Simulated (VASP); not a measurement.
# Re (Pm-3m) in VASP: notebook

Runs on Re. Level: LDA. Tasks: single point, relaxation of cell and atoms.

Everything below comes from runs of VASP 6.6.1. Logs are shortened: lines on timing, memory, paths and dates and some standing lists are left out, and cuts for length are marked.

**1. The cell of the first run**

The structure is cubic, space group Pm-3m (No. 221). The conventional cell has a = 2.605 Å, b = 2.605 Å, c = 2.605 Å, α = 90.00°, β = 90.00°, γ = 90.00°. Re (site symmetry m-3m) has 6 Re at 2.61 Å within 3.4 Å.

This isn't the form of Re at room conditions, which is hcp.

**2. Single point, LDA (17.69 Å³/atom)**

INCAR reads:

```
  ALGO = Normal
  EDIFF = 1E-6
  ENCUT = 520
  ISIF = 2
  ISMEAR = -1
  LASPH = True
  LCHARG = True
  LELF = True
  LREAL = False
  LVHAR = True
  LWAVE = False
  NBANDS = 10
  NELM = 80
  PREC = Accurate
  SIGMA = 0.1
```

KPOINTS reads:

```
k-points
0
Gamma
  14 14 14
```

POSCAR reads:

```
Re
1.0
    2.6054850009      0.0000000000      0.0000000000
    0.0000000000      2.6054850009      0.0000000000
    0.0000000000      0.0000000000      2.6054850009
Re
1
Direct
    0.0000000000      0.0000000000      0.0000000000
```

Potentials or basis: VASP PAW LDA potentials, release 64 (Re).

The run is started by

```console
> cat potpaw_LDA.64/Re/POTCAR > POTCAR
> mpirun -np 1 vasp_std > vasp.out
```

OUTCAR:

```text
EDIFF = 1E-6
   ENCUT = 520
   ISIF = 2
   ISMEAR = -1
   LASPH = True
   LREAL = False
   NELM = 80
   PREC = Accurate

 ion  position               nearest neighbor table
   1  0.000  0.000  0.000-

  LATTYP: Found a simple cubic cell.
 ALAT       =     2.6054850009

  Lattice vectors:

 A1 = (   2.6054850009,   0.0000000000,   0.0000000000)
 A2 = (   0.0000000000,   2.6054850009,   0.0000000000)
 A3 = (   0.0000000000,   0.0000000000,   2.6054850009)

Analysis of symmetry for initial positions (statically):
=====================================================================
 Subroutine PRICEL returns:
 Original cell was already a primitive cell.

 Routine SETGRP: Setting up the symmetry group for a
 simple cubic supercell.

 Subroutine GETGRP returns: Found 48 space group operations
 (whereof 48 operations were pure point group operations)
 out of a pool of 48 trial point group operations.

The static configuration has the point symmetry O_h .

Analysis of symmetry for dynamics (positions and initial velocities):
=====================================================================
 Subroutine PRICEL returns:
 Original cell was already a primitive cell.

 Routine SETGRP: Setting up the symmetry group for a
 simple cubic supercell.

 Subroutine GETGRP returns: Found 48 space group operations
 (whereof 48 operations were pure point group operations)
 out of a pool of 48 trial point group operations.

The dynamic configuration has the point symmetry O_h .

 Subroutine INISYM returns: Found 48 space group operations
 (whereof 48 operations are pure point group operations),
 and found     1 'primitive' translations

----------------------------------------------------------------------------------------

                                     Primitive cell

  volume of cell :      17.6875

  direct lattice vectors                    reciprocal lattice vectors
     2.605485001  0.000000000  0.000000000     0.383805702  0.000000000  0.000000000
     0.000000000  2.605485001  0.000000000     0.000000000  0.383805702  0.000000000
     0.000000000  0.000000000  2.605485001     0.000000000  0.000000000  0.383805702

  length of vectors
     2.605485001  2.605485001  2.605485001     0.383805702  0.383805702  0.383805702

  position of ions in fractional coordinates (direct lattice)
     0.000000000  0.000000000  0.000000000

  ion indices of the primitive-cell ions
   primitive index   ion index
                 1           1

----------------------------------------------------------------------------------------

 KPOINTS: k-points

Automatic generation of k-mesh.
 Grid dimensions read from file:
 generate k-points for:   14   14   14

 Generating k-lattice:

  Cartesian coordinates                     Fractional coordinates (reciprocal lattice)
     0.027414693  0.000000000  0.000000000     0.071428571  0.000000000  0.000000000
     0.000000000  0.027414693  0.000000000     0.000000000  0.071428571  0.000000000
     0.000000000  0.000000000  0.027414693     0.000000000  0.000000000  0.071428571

  Length of vectors
     0.027414693  0.027414693  0.027414693

  Shift w.r.t. Gamma in fractional coordinates (k-lattice)
     0.000000000  0.000000000  0.000000000

 Subroutine IBZKPT returns following result:
 ===========================================

 Found    120 irreducible k-points:

 Following reciprocal coordinates:
            Coordinates               Weight
  0.000000  0.000000  0.000000      1.000000
  0.071429  0.000000  0.000000      6.000000
  0.142857  0.000000  0.000000      6.000000
  0.214286  0.000000  0.000000      6.000000
  0.285714  0.000000  0.000000      6.000000
  0.357143  0.000000  0.000000      6.000000
[... 16 lines left out ...]
  0.285714  0.214286  0.000000     24.000000
  0.357143  0.214286  0.000000     24.000000
 [... further k-points ...]
   k-points           NKPTS =    120   k-points in BZ     NKDIM =    120   number of bands    NBANDS=     10
   number of dos      NEDOS =    301   number of ions     NIONS =      1
   total plane-waves  NPLWV =   8000
   dimension x,y,z NGX =    20 NGY =   20 NGZ =   20
   dimension x,y,z NGXF=    40 NGYF=   40 NGZF=   40
   ions per type =               1
   NGX,Y,Z   is equivalent  to a cutoff of  12.76, 12.76, 12.76 a.u.
   NGXF,Y,Z  is equivalent  to a cutoff of  25.52, 25.52, 25.52 a.u.
 SYSTEM =  unknown system
   PREC   = accura    normal or accurate (medium, high low for compatibility)
   ISTART =      0    job   : 0-new  1-cont  2-samecut
   ICHARG =      2    charge: 1-file 2-atom 10-const
   ISPIN  =      1    spin polarized calculation?
   LNONCOLLINEAR =      F non collinear calculations
   LSORBIT =      F    spin-orbit coupling
   LASPH  =      T    aspherical Exc in radial PAW
   ENCUT  =  520.0 eV  38.22 Ry    6.18 a.u.   4.84  4.84  4.84*2*pi/ulx,y,z
   NELM   =     80;   NELMIN=  2; NELMDL= -5     # of ELM steps
   EDIFF  = 0.1E-05   stopping-criterion for ELM
   LREAL  =      F    real-space projection
   EDIFFG = 0.1E-04   stopping-criterion for IOM
   NSW    =      0    number of steps for IOM
   IBRION =     -1    ionic relax: 0-MD 1-quasi-New 2-CG
   NFREE  =      0    steps in history (QN), initial steepest desc. (CG)
   ISIF   =      2    stress and relaxation
   ISYM   =      2    0-nonsym 1-usesym 2-fastsym
   POTIM  = 0.5000    time-step for ionic-motion
   TEBEG  =    0.0;   TEEND  =   0.0 temperature during run
   PSTRESS=    0.0 pullay stress
   NELECT =       7.0000    total number of electrons
   NUPDOWN=      -1.0000    fix difference up-down
   EMIN   =  10.00;   EMAX   =-10.00  energy-range for DOS
   EFERMI =   0.00;   METHOD = LEGACY
   ISMEAR =    -1;   SIGMA  =   0.10  broadening in eV -4-tet -1-fermi 0-gaus
   EFERMI_NEDOS =   21; number of points for ismear=-14 and -15
   IALGO  =     38    algorithm
   IMIX   =      4    mixing-type and parameters
     AMIX     =   0.40;   BMIX     =  1.00
     AMIX_MAG =   1.60;   BMIX_MAG =  1.00
  volume/ion in A,a.u.               =      17.69       119.36
  Fermi-wavevector in a.u.,A,eV,Ry     =   1.201948  2.271352 19.656044  1.444678
  Thomas-Fermi vector in A             =   2.337743
   LORBIT       =      0    0 simple, 1 ext, 2 COOP (PROOUT), +10 PAW based schemes
   GGA     = CA    functional components
   LHFCALC =     F    Hartree Fock is set to
   AEXX    =    0.0000 exact exchange contribution
   IVDW    =     0    specifies the selected vdW correction
   LEPSILON=     F    determine dielectric tensor
   LRPA    =     F    only Hartree local field effects (RPA)
 non-spin polarized calculation
  energy-cutoff  :      520.00
  volume of cell :       17.69
 maximum number of plane-waves:       491
 NGX is ok and might be reduce to    20
   NGX =  9   NGY =  9   NGZ =  9

 number of electron       7.0000001 magnetization

 Free energy of the ion-electron system (eV)
  ---------------------------------------------------
  ext. energy  EPLUGINS =         0.00000000
  ---------------------------------------------------
  free energy    TOTEN  =       -12.29563773 eV

  energy without entropy =      -12.25428431  energy(sigma->0) =      -12.27496102

 E-fermi :   6.2274     XC(G=0): -12.7170

 val. band max:        6.2249450431   @ k =   0.4286   0.0714   0.0000
 cond. band min:       6.2310269798   @ k =   0.4286   0.4286   0.0714
 fundamental gap:      0.0060819368
 Fermi energy:         6.2274410672

 k-point     1 :       0.0000    0.0000    0.0000
  band No.  band energies     occupation
      1      -2.7190      2.00000
      2       1.0781      2.00000
      3       1.0781      2.00000
      4       9.4732      0.00000
      5       9.4732      0.00000
      6       9.4732      0.00000
      7      21.2488      0.00000
      8      21.2488      0.00000
      9      21.2488      0.00000
     10      27.1607      0.00000

 k-point     2 :       0.0714    0.0000    0.0000
  band No.  band energies     occupation
      1      -2.5563      2.00000
      2       1.1173      2.00000
      3       1.2474      2.00000
      4       9.2399      0.00000
      5       9.2399      0.00000
      6       9.4903      0.00000
      7      20.3203      0.00000
      8      21.5866      0.00000
      9      21.5866      0.00000
     10      27.8328      0.00000

 k-point     3 :       0.1429    0.0000    0.0000
  band No.  band energies     occupation
      1      -2.1077      2.00000
      2       1.2290      2.00000
      3       1.7553      2.00000
      4       8.6427      0.00000
      5       8.6427      0.00000
      6       9.5383      0.00000
      7      18.5154      0.00000
      8      22.4853      0.00000
      9      22.4853      0.00000
     10      26.8707      0.00000

 k-point     4 :       0.2143    0.0000    0.0000
  band No.  band energies     occupation
      1      -1.4736      2.00000
      2       1.3958      2.00000
      3       2.5760      2.00000
      4       7.8891      0.00000
      5       7.8891      0.00000
      6       9.6086      0.00000
      7      16.7157      0.00000
      8      23.7063      0.00000
      9      23.7063      0.00000
     10      25.0016      0.00000
[... 222 lines left out ...]
 k-point    22 :       0.2143    0.2143    0.0000
  band No.  band energies     occupation
      1      -0.2750      2.00000
      2       2.2847      2.00000
      3       3.4244      2.00000
      4       6.2669      0.80530
      5       7.9162      0.00000
      6       8.2835      0.00000
      7      18.4525      0.00000
      8      18.9133      0.00000
      9      25.4534      0.00000
     10      26.3257      0.00000

 k-point    23 :       0.2857    0.2143    0.0000
  band No.  band energies     occupation
      1       0.3327      2.00000
      2       2.4927      2.00000
      3       4.0923      2.00000
      4       6.0634      1.67505
      5       7.3560      0.00003
      6       8.2546      0.00000
      7      16.8782      0.00000
      8      19.7667      0.00000
      9      24.7860      0.00000
     10      27.7233      0.00000

 k-point    24 :       0.3571    0.2143    0.0000
  band No.  band energies     occupation
      1       0.8933      2.00000
      2       2.5346      2.00000
      3       4.0988      2.00000
      4       6.8020      0.00638
      5       6.9899      0.00098
      6       8.3424      0.00000
      7      15.4597      0.00000
      8      20.7989      0.00000
      9      23.9892      0.00000
     10      28.4659      0.00000

 [... further k-points ...]

------------------------ aborting loop because EDIFF is reached ----------------------------------------

  FORCE on cell =-STRESS in cart. coord.  units (eV):
  Direction    XX          YY          ZZ          XY          YZ          ZX
  --------------------------------------------------------------------------------------
  -------------------------------------------------------------------------------------
  Total       -2.1681811     -2.1681811     -2.1681811      0.0000000     -0.0000000      0.0000000
  in kB     -196.3995124   -196.3995124   -196.3995124      0.0000000     -0.0000000      0.0000000
  external PRESSURE =    -196.3995124 kB  Pullay stress =       0.0000000 kB

 VOLUME and BASIS-vectors are now :
 -----------------------------------------------------------------------------
  energy-cutoff  :      520.00
  volume of cell :       17.69
      direct lattice vectors                 reciprocal lattice vectors
     2.605485001  0.000000000  0.000000000     0.383805702  0.000000000  0.000000000
     0.000000000  2.605485001  0.000000000     0.000000000  0.383805702  0.000000000
     0.000000000  0.000000000  2.605485001     0.000000000  0.000000000  0.383805702

 POSITION                                       TOTAL-FORCE (eV/Angst)
 -----------------------------------------------------------------------------------
      0.00000      0.00000      0.00000         0.000000      0.000000      0.000000
 -----------------------------------------------------------------------------------
    total drift:                                0.000000      0.000000      0.000000

  FREE ENERGIE OF THE ION-ELECTRON SYSTEM (eV)
  ---------------------------------------------------
  free  energy   TOTEN  =       -12.2956377254 eV

  energy  without entropy=      -12.2542843072  energy(sigma->0) =      -12.27496102
```

Wall time 28 s (1 thread of Intel Xeon 8259CL, shared host); peak memory 0.14 GiB.

What came out:

* Free energy: -12.2956 eV
* Pressure: -19.6 GPa
* Band gap on the k mesh: zero (an odd number of electrons rules out a gap without spin polarisation)

Levels at points of the mesh, in eV from the Fermi level:
```csv
k point,band 1,band 2,band 3,band 4,band 5,band 6,band 7
"(0.00, 0.00, 0.00)",-8.95,-5.15,-5.15,3.25,3.25,3.25,15.02
"(0.50, 0.00, 0.00)",-5.66,-4.28,-0.90,-0.16,-0.16,3.60,7.88
"(0.50, 0.50, 0.00)",-6.06,-3.77,0.51,0.51,4.57,4.57,5.76
"(0.50, 0.50, 0.50)",-4.57,-4.57,-4.57,6.01,6.01,8.10,11.11
```

Caveat: the cell stands under tension; spin-orbit coupling is left out, which moves the levels of the heavy elements.

**3. Single point, LDA (18.34 Å³/atom)**

This run uses another cell than the first one, of 18.34 Å³/atom.

INCAR reads:

```
SYSTEM = Re
PREC = Accurate ; ENCUT = 520
EDIFF = 1E-7 ; ISMEAR = -1
SIGMA = 0.1 ; LREAL = .FALSE.
LASPH = .TRUE. ; NELM = 100
ALGO = Normal ; ISIF = 2
LWAVE = .FALSE. ; LCHARG = .TRUE.
LELF = .TRUE. ; LVHAR = .TRUE.
NBANDS = 10
```

KPOINTS reads:

```
Automatic mesh
0
G
  14 14 14
  0 0 0
```

POSCAR reads:

```
Re
1.0
    2.6372623400      0.0000000000      0.0000000000
    0.0000000000      2.6372623400      0.0000000000
    0.0000000000      0.0000000000      2.6372623400
Re
1
Direct
    0.0000000000      0.0000000000      0.0000000000
```

Potentials or basis: VASP PAW LDA potentials, release 64 (Re).

The run is started by

```console
> cat potpaw_LDA.64/Re/POTCAR > POTCAR
> mpirun -np 1 vasp_std > vasp.out
```

Wall time 22 s (1 thread of Intel Xeon 8259CL, shared host); peak memory 0.13 GiB.

Results (log left out):

| Quantity | Value |
| --- | --- |
| Free energy | -12.2013 eV |
| Pressure | -26.5 GPa |
| Band gap on the k mesh | zero (an odd number of electrons rules out a gap without spin polarisation) |

Levels at points of the mesh, in eV from the Fermi level:
| k point | band 1 | band 2 | band 3 | band 4 | band 5 | band 6 | band 7 | band 8 |
| --- | --- | --- | --- | --- | --- | --- | --- | --- |
| (0.00, 0.00, 0.00) | -8.70 | -4.91 | -4.91 | 3.06 | 3.06 | 3.06 | 14.73 | 14.73 |
| (0.50, 0.00, 0.00) | -5.50 | -4.08 | -0.85 | -0.15 | -0.15 | 3.39 | 7.47 | 14.97 |
| (0.50, 0.50, 0.00) | -5.74 | -3.64 | 0.48 | 0.48 | 4.44 | 4.44 | 5.44 | 12.35 |
| (0.50, 0.50, 0.50) | -4.33 | -4.33 | -4.33 | 5.68 | 5.68 | 8.19 | 10.69 | 10.69 |

Caveat: the cell stands under tension; spin-orbit coupling is left out, which moves the levels of the heavy elements.

[end of part 1 of 2]
